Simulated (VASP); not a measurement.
# Sb (P-1) in VASP: further runs

Sb is run at these levels: LDA; tasks: electric field gradients.

All numbers are computed with VASP 6.6.1; they aren't measurements. Logs are shortened: lines on timing, memory, paths and dates and some standing lists are left out, and cuts for length are marked.

## Step 1: The cell of the first run

The typed cell holds 2 atoms: a = 3.369 Å, b = 3.398 Å, c = 5.331 Å, α = 90.41°, β = 91.14°, γ = 120.85°.

## Step 2: Electric field gradients, LDA (equal xy, yz and zx shear strains of -2 %)

INCAR

```
ALGO = Normal ; EDIFF = 1E-8
ENCUT = 520 ; ISIF = 2
ISMEAR = -1 ; LASPH = T
LCHARG = F ; LEFG = T
LREAL = F ; LWAVE = F
NBANDS = 12 ; NELM = 100
PREC = Accurate ; SIGMA = 0.03
```

KPOINTS

```
k-points
0
Gamma
  12 12 7
```

POSCAR

```
Sb
1.0
    3.3690001795     -0.0336900018     -0.0336900018
   -1.7136764872      2.9344847417     -0.0123313965
   -0.0533000000     -0.0533000000      5.3300000000
Sb
2
Direct
    0.3333333333      0.6666666667      0.2500000000
    0.6666666667      0.3333333333      0.7500000000
```

Potentials or basis: VASP PAW LDA potentials, release 64 (Sb).

Command:

```bash
> cat potpaw_LDA.64/Sb/POTCAR > POTCAR
> mpirun -np 1 vasp_std > vasp.out
```

OUTCAR:

```text
EDIFF = 1E-8
   ENCUT = 520
   ISIF = 2
   ISMEAR = -1
   LASPH = T
   LREAL = F
   NELM = 100
   PREC = Accurate

 ion  position               nearest neighbor table
   1  0.333  0.667  0.250-   2 3.25   2 3.27   2 3.30   2 3.32   2 3.33   2 3.33
   2  0.667  0.333  0.750-   1 3.25   1 3.27   1 3.30   1 3.32   1 3.33   1 3.33

  LATTYP: Found a triclinic cell.
 ALAT       =     3.3401833211
 B/A-ratio  =     1.0087281861
 C/A-ratio  =     1.5958803637
 COS(alpha) =     0.0198960208
 COS(beta)  =     0.0274156886
 COS(gamma) =     0.4869832429

  Lattice vectors:

 A1 = (   1.6553236923,   2.9007947399,  -0.0460213983)
 A2 = (   3.3690001795,  -0.0336900018,  -0.0336900018)
 A3 = (   0.0533000000,   0.0533000000,  -5.3300000000)

Analysis of symmetry for initial positions (statically):
=====================================================================
 Subroutine PRICEL returns:
 Original cell was already a primitive cell.

 Routine SETGRP: Setting up the symmetry group for a
 triclinic supercell.

 Subroutine GETGRP returns: Found  2 space group operations
 (whereof  2 operations were pure point group operations)
 out of a pool of  2 trial point group operations.

The static configuration has the point symmetry S_2 .

Analysis of symmetry for dynamics (positions and initial velocities):
=====================================================================
 Subroutine PRICEL returns:
 Original cell was already a primitive cell.

 Routine SETGRP: Setting up the symmetry group for a
 triclinic supercell.

 Subroutine GETGRP returns: Found  2 space group operations
 (whereof  2 operations were pure point group operations)
 out of a pool of  2 trial point group operations.

The dynamic configuration has the point symmetry S_2 .

 Subroutine INISYM returns: Found  2 space group operations
 (whereof  2 operations are pure point group operations),
 and found     1 'primitive' translations

----------------------------------------------------------------------------------------

                                     Primitive cell

  volume of cell :      52.3756

  direct lattice vectors                    reciprocal lattice vectors
     3.369000179 -0.033690002 -0.033690002     0.298615318  0.174404853  0.004730202
    -1.713676487  2.934484742 -0.012331396     0.003462748  0.342812050  0.003462748
    -0.053300000 -0.053300000  5.330000000     0.001895507  0.001895507  0.187655171

  length of vectors
     3.369337063  3.398240702  5.330532973     0.345847561  0.342847026  0.187674316

  position of ions in fractional coordinates (direct lattice)
     0.333333333  0.666666667  0.250000000
     0.666666667  0.333333333  0.750000000

  ion indices of the primitive-cell ions
   primitive index   ion index
                 1           1
                 2           2

----------------------------------------------------------------------------------------

 KPOINTS: k-points

Automatic generation of k-mesh.
 Grid dimensions read from file:
 generate k-points for:   12   12    7

 Generating k-lattice:

  Cartesian coordinates                     Fractional coordinates (reciprocal lattice)
     0.024884610  0.014533738  0.000394183     0.083333333 -0.000000000 -0.000000000
     0.000288562  0.028567671  0.000288562     0.000000000  0.083333333  0.000000000
     0.000270787  0.000270787  0.026807882     0.000000000 -0.000000000  0.142857143

  Length of vectors
     0.028820630  0.028570585  0.026810617

  Shift w.r.t. Gamma in fractional coordinates (k-lattice)
     0.000000000  0.000000000  0.000000000

 Subroutine IBZKPT returns following result:
 ===========================================

[... 35 lines left out ...]
   NGX,Y,Z   is equivalent  to a cutoff of  13.82, 13.70, 12.47 a.u.
   NGXF,Y,Z  is equivalent  to a cutoff of  27.63, 27.40, 24.95 a.u.
 SYSTEM =  unknown system
   PREC   = accura    normal or accurate (medium, high low for compatibility)
   ISTART =      0    job   : 0-new  1-cont  2-samecut
   ICHARG =      2    charge: 1-file 2-atom 10-const
   ISPIN  =      1    spin polarized calculation?
   LNONCOLLINEAR =      F non collinear calculations
   LSORBIT =      F    spin-orbit coupling
   LASPH  =      T    aspherical Exc in radial PAW
   ENCUT  =  520.0 eV  38.22 Ry    6.18 a.u.   6.26  6.32  9.91*2*pi/ulx,y,z
   NELM   =    100;   NELMIN=  2; NELMDL= -5     # of ELM steps
   EDIFF  = 0.1E-07   stopping-criterion for ELM
   LREAL  =      F    real-space projection
   EDIFFG = 0.1E-06   stopping-criterion for IOM
   NSW    =      0    number of steps for IOM
   IBRION =     -1    ionic relax: 0-MD 1-quasi-New 2-CG
   NFREE  =      0    steps in history (QN), initial steepest desc. (CG)
   ISIF   =      2    stress and relaxation
   ISYM   =      2    0-nonsym 1-usesym 2-fastsym
   POTIM  = 0.5000    time-step for ionic-motion
   TEBEG  =    0.0;   TEEND  =   0.0 temperature during run
   PSTRESS=    0.0 pullay stress
   NELECT =      10.0000    total number of electrons
   NUPDOWN=      -1.0000    fix difference up-down
   EMIN   =  10.00;   EMAX   =-10.00  energy-range for DOS
   EFERMI =   0.00;   METHOD = LEGACY
   ISMEAR =    -1;   SIGMA  =   0.03  broadening in eV -4-tet -1-fermi 0-gaus
   EFERMI_NEDOS =   21; number of points for ismear=-14 and -15
   IALGO  =     38    algorithm
   IMIX   =      4    mixing-type and parameters
     AMIX     =   0.40;   BMIX     =  1.00
     AMIX_MAG =   1.60;   BMIX_MAG =  1.00
  volume/ion in A,a.u.               =      26.19       176.72
  Fermi-wavevector in a.u.,A,eV,Ry     =   0.942682  1.781411 12.090811  0.888650
  Thomas-Fermi vector in A             =   2.070315
   LORBIT       =      0    0 simple, 1 ext, 2 COOP (PROOUT), +10 PAW based schemes
   GGA     = CA    functional components
   LHFCALC =     F    Hartree Fock is set to
   AEXX    =    0.0000 exact exchange contribution
   IVDW    =     0    specifies the selected vdW correction
   LEPSILON=     F    determine dielectric tensor
   LRPA    =     F    only Hartree local field effects (RPA)
 non-spin polarized calculation
  energy-cutoff  :      520.00
  volume of cell :       52.38
 maximum number of plane-waves:      1428
 NGX is ok and might be reduce to    28
   NGX = 13   NGY = 13   NGZ = 19

 number of electron      10.0000000 magnetization

 Free energy of the ion-electron system (eV)
  ---------------------------------------------------
  ext. energy  EPLUGINS =         0.00000000
  ---------------------------------------------------
  free energy    TOTEN  =        -9.14820989 eV

  energy without entropy =       -9.14440604  energy(sigma->0) =       -9.14630797

 E-fermi :   8.8040     XC(G=0): -10.4900

 val. band max:        8.7993332713   @ k =   0.0833  -0.4167   0.4286
 cond. band min:       8.8096292206   @ k =  -0.3333  -0.0833   0.4286
 fundamental gap:      0.0102959493
 Fermi energy:         8.8039921575

 k-point     1 :       0.0000    0.0000    0.0000
  band No.  band energies     occupation
      1      -4.3881      2.00000
      2      -0.1899      2.00000
      3       2.8628      2.00000
      4      11.9315      0.00000
      5      12.1771      0.00000
      6      13.6929      0.00000
      7      13.9517      0.00000
      8      14.7539      0.00000
      9      16.1868      0.00000
     10      17.6164      0.00000
     11      18.3351      0.00000
     12      18.6706      0.00000
[... 331 lines left out ...]
 k-point    24 :       0.3333    0.1667   -0.0000
  band No.  band energies     occupation
      1      -1.1036      2.00000
      2       1.2000      2.00000
      3       4.6615      2.00000
      4       6.0889      2.00000
      5       6.2988      2.00000
      6       7.7253      2.00000
      7       9.4338      0.00000
      8      10.2857      0.00000
      9      13.8643      0.00000
     10      15.8265      0.00000
     11      19.6707      0.00000
     12      20.0177      0.00000

 [... further k-points ...]

------------------------ aborting loop because EDIFF is reached ----------------------------------------

  FORCE on cell =-STRESS in cart. coord.  units (eV):
  Direction    XX          YY          ZZ          XY          YZ          ZX
  --------------------------------------------------------------------------------------
  -------------------------------------------------------------------------------------
  Total       -0.2822136     -0.2405068     -0.7032623     -0.1105592      0.0308746      0.0182417
  in kB       -8.6329627     -7.3571431    -21.5129117     -3.3820229      0.9444602      0.5580181
  external PRESSURE =     -12.5010058 kB  Pullay stress =       0.0000000 kB

 VOLUME and BASIS-vectors are now :
 -----------------------------------------------------------------------------
  energy-cutoff  :      520.00
  volume of cell :       52.38
      direct lattice vectors                 reciprocal lattice vectors
     3.369000179 -0.033690002 -0.033690002     0.298615318  0.174404853  0.004730202
    -1.713676487  2.934484742 -0.012331396     0.003462748  0.342812050  0.003462748
    -0.053300000 -0.053300000  5.330000000     0.001895507  0.001895507  0.187655171

 POSITION                                       TOTAL-FORCE (eV/Angst)
 -----------------------------------------------------------------------------------
     -0.03278      1.93177      1.31305         0.027589     -0.000894     -0.001619
      1.63480      0.91573      3.97093        -0.027589      0.000894      0.001619
 -----------------------------------------------------------------------------------
    total drift:                                0.000000     -0.000000     -0.000000

  FREE ENERGIE OF THE ION-ELECTRON SYSTEM (eV)
  ---------------------------------------------------
  free  energy   TOTEN  =        -9.1482098896 eV

  energy  without entropy=       -9.1444060425  energy(sigma->0) =       -9.14630797

 Electric field gradients (V/A^2)
---------------------------------------------------------------------
 ion       V_xx      V_yy      V_zz      V_xy      V_xz      V_yz
---------------------------------------------------------------------
   1     -11.606   -13.342    24.948     7.973     3.910     2.086
   2     -11.606   -13.342    24.948     7.973     3.910     2.086
---------------------------------------------------------------------

 Electric field gradients after diagonalization (V/A^2)
 (convention: |V_zz| > |V_xx| > |V_yy|)
----------------------------------------------------------------------
 ion       V_xx      V_yy      V_zz     asymmetry (V_yy - V_xx)/ V_zz
----------------------------------------------------------------------
   1     -20.520    -5.069    25.589       0.604
   2     -20.520    -5.069    25.589       0.604
----------------------------------------------------------------------

           NMR quadrupolar parameters

 Cq : quadrupolar parameter    Cq=e*Q*V_zz/h
 eta: asymmetry parameters     (V_yy - V_xx)/ V_zz
 Q  : nuclear electric quadrupole moment in mb (millibarn)
----------------------------------------------------------------------
 ion       Cq(MHz)       eta       Q (mb)
----------------------------------------------------------------------
   1       0.062       0.604       1.000
   2       0.062       0.604       1.000
----------------------------------------------------------------------
```

It took 3.2 min on 1 thread of Intel Xeon Platinum 8259CL at 2.50GHz (Skylake/Cascade Lake), shared host; peak memory 0.37 GiB.

Results:

```yaml
Free_energy: -9.1482 eV
Pressure: -1.3 GPa
Largest_force: 0.028 eV/Å
Band_gap_on_the_k_mesh: zero (bands 5 and 6 overlap by 6.71 eV)
Largest_electric_field_gradient_by_atom: Sb +25.6 V/Å²
```

Forces on the atoms (eV/Å):
```
Sb   0.028 -0.001 -0.002
Sb  -0.028  0.001  0.002
```

Stress tensor (GPa, compression positive):
```
-0.86 -0.34  0.06
-0.34 -0.74  0.09
 0.06  0.09 -2.15
```

Electric field gradients, principal values (V/Å²):
```tsv
atom	least	middle	greatest (by size)
1 Sb	-5.069	-20.520	25.589
2 Sb	-5.069	-20.520	25.589
```

Caveat: the cell differs from its parent crystal (equal xy, yz and zx shear strains of -2 %); without QUAD_EFG the Cq values of the log hold for a quadrupole moment of 1 mb, not for the nuclei; spin-orbit coupling is left out, which moves the levels of the heavy elements.

## Step 3: Electric field gradients, LDA (equal xy, yz and zx shear strains of -1 %)

INCAR

```
PREC     = Accurate       # precision mode
ENCUT    = 520            # plane-wave cutoff, eV
EDIFF    = 1E-8           # SCF threshold, eV
ISMEAR   = -1             # smearing method
SIGMA    = 0.03           # smearing width, eV
LREAL    = F              # projectors in reciprocal space
LASPH    = T              # aspherical terms in the spheres
NELM     = 80             # most SCF steps
ALGO     = Normal         # electronic algorithm
ISIF     = 2              # what is computed and relaxed
LWAVE    = F              # write WAVECAR
LCHARG   = F              # write CHGCAR
LEFG     = T            
NBANDS   = 12             # bands
```

KPOINTS

```
regular mesh
0
Gamma
  12 12 7
```

POSCAR

```
Sb
1.0
    3.3690001795     -0.0168450009     -0.0168450009
   -1.6990882885      2.9260622412     -0.0061656983
   -0.0266500000     -0.0266500000      5.3300000000
Sb
2
Direct
    0.3333333333      0.6666666667      0.2500000000
    0.6666666667      0.3333333333      0.7500000000
```

Potentials or basis: VASP PAW LDA potentials, release 64 (Sb).

Command:

```bash
> cat potpaw_LDA.64/Sb/POTCAR > POTCAR
> mpirun -np 1 vasp_std > vasp.out
```

OUTCAR:

```text
PREC = Accurate
   ENCUT = 520
   EDIFF = 1E-8
   ISMEAR = -1
   LREAL = F
   LASPH = T
   NELM = 80
   ISIF = 2

 ion  position               nearest neighbor table
   1  0.333  0.667  0.250-   2 3.27   2 3.28   2 3.30   2 3.31   2 3.32   2 3.32
   2  0.667  0.333  0.750-   1 3.27   1 3.28   1 3.30   1 3.31   1 3.32   1 3.32

  LATTYP: Found a triclinic cell.
 ALAT       =     3.3545014782
 B/A-ratio  =     1.0043472705
 C/A-ratio  =     1.5889494409
 COS(alpha) =     0.0099745013
 COS(beta)  =     0.0136846555
 COS(gamma) =     0.4934979113

[... 576 lines left out ...]
  ---------------------------------------------------
  free  energy   TOTEN  =        -9.1476292025 eV

  energy  without entropy=       -9.1440521617  energy(sigma->0) =       -9.14584068

 Electric field gradients (V/A^2)
---------------------------------------------------------------------
 ion       V_xx      V_yy      V_zz      V_xy      V_xz      V_yz
---------------------------------------------------------------------
   1     -12.021   -12.267    24.288     4.116     1.972     1.858
   2     -12.021   -12.267    24.288     4.116     1.972     1.858
---------------------------------------------------------------------

 Electric field gradients after diagonalization (V/A^2)
 (convention: |V_zz| > |V_xx| > |V_yy|)
----------------------------------------------------------------------
 ion       V_xx      V_yy      V_zz     asymmetry (V_yy - V_xx)/ V_zz
----------------------------------------------------------------------
   1     -16.261    -8.252    24.513       0.327
   2     -16.261    -8.252    24.513       0.327
----------------------------------------------------------------------

           NMR quadrupolar parameters

 Cq : quadrupolar parameter    Cq=e*Q*V_zz/h
 eta: asymmetry parameters     (V_yy - V_xx)/ V_zz
 Q  : nuclear electric quadrupole moment in mb (millibarn)
----------------------------------------------------------------------
 ion       Cq(MHz)       eta       Q (mb)
----------------------------------------------------------------------
   1       0.059       0.327       1.000
   2       0.059       0.327       1.000
----------------------------------------------------------------------
```

OSZICAR:

```text
N       E                     dE             d eps       ncg     rms          rms(c)
DAV:   1     0.351740567520E+02    0.35174E+02   -0.35936E+03 12144   0.665E+02
DAV:   2    -0.730165391510E+01   -0.42476E+02   -0.41247E+02 16504   0.110E+02
DAV:   3    -0.914741258257E+01   -0.18458E+01   -0.18225E+01 15072   0.258E+01
DAV:   4    -0.916174133427E+01   -0.14329E-01   -0.14327E-01 13636   0.278E+00
DAV:   5    -0.916189955047E+01   -0.15822E-03   -0.15821E-03 14552   0.318E-01    0.266E+00
DAV:   6    -0.915262653232E+01    0.92730E-02   -0.35424E-03 13444   0.266E-01    0.152E+00
DAV:   7    -0.914765187769E+01    0.49747E-02   -0.64421E-03 12636   0.359E-01    0.289E-02
DAV:   8    -0.914763009243E+01    0.21785E-04   -0.77585E-05 14792   0.623E-02    0.155E-02
DAV:   9    -0.914762973780E+01    0.35464E-06   -0.16140E-06 13404   0.936E-03    0.391E-03
DAV:  10    -0.914762921854E+01    0.51925E-06   -0.50327E-07 13596   0.349E-03    0.326E-03
DAV:  11    -0.914762920205E+01    0.16493E-07   -0.11186E-08 10784   0.725E-04    0.165E-04
DAV:  12    -0.914762920250E+01   -0.44531E-09   -0.14329E-09  7700   0.282E-04
   1 F= -.91476292E+01 E0= -.91458407E+01  d E =-.357704E-02
```

Run time: 3.6 min. Hardware: 1 thread of Intel Xeon Platinum 8259CL at 2.50GHz (Skylake/Cascade Lake), shared host; peak memory 0.37 GiB.

Results:

```
Free energy                             : -9.1476 eV
Pressure                                : -1.3 GPa
Largest force                           : 0.017 eV/Å
Band gap on the k mesh                  : zero (bands 5 and 6 overlap by 6.80 eV)
Largest electric field gradient by atom : Sb +24.5 V/Å²
```

Forces in eV/Å, atoms in the order of the input:
```
Sb   0.017 -0.001  0.000
Sb  -0.017  0.001  0.000
```

Stress tensor (GPa, compression positive):
```
-0.76 -0.15  0.02
-0.15 -0.80  0.03
 0.02  0.03 -2.23
```

Levels at points of the mesh, in eV from the Fermi level:
```tsv
k point	band 3	band 4	band 5	band 6	band 7	band 8
(0.00, 0.00, 0.00)	-5.95	3.18	3.30	4.95	5.08	5.93
(0.50, 0.00, 0.00)	-4.26	-2.94	-2.35	-0.18	-0.03	3.59
(0.00, 0.50, 0.00)	-4.28	-2.94	-2.41	-0.19	0.07	3.69
(0.50, 0.50, 0.00)	-4.29	-2.93	-2.47	-0.21	0.18	3.79
```

Electric field gradients, principal values (V/Å²):
```tsv
atom	least	middle	greatest (by size)
1 Sb	-8.252	-16.261	24.513
2 Sb	-8.252	-16.261	24.513
```

Caveat: the cell differs from its parent crystal (equal xy, yz and zx shear strains of -1 %); without QUAD_EFG the Cq values of the log hold for a quadrupole moment of 1 mb, not for the nuclei; spin-orbit coupling is left out, which moves the levels of the heavy elements.
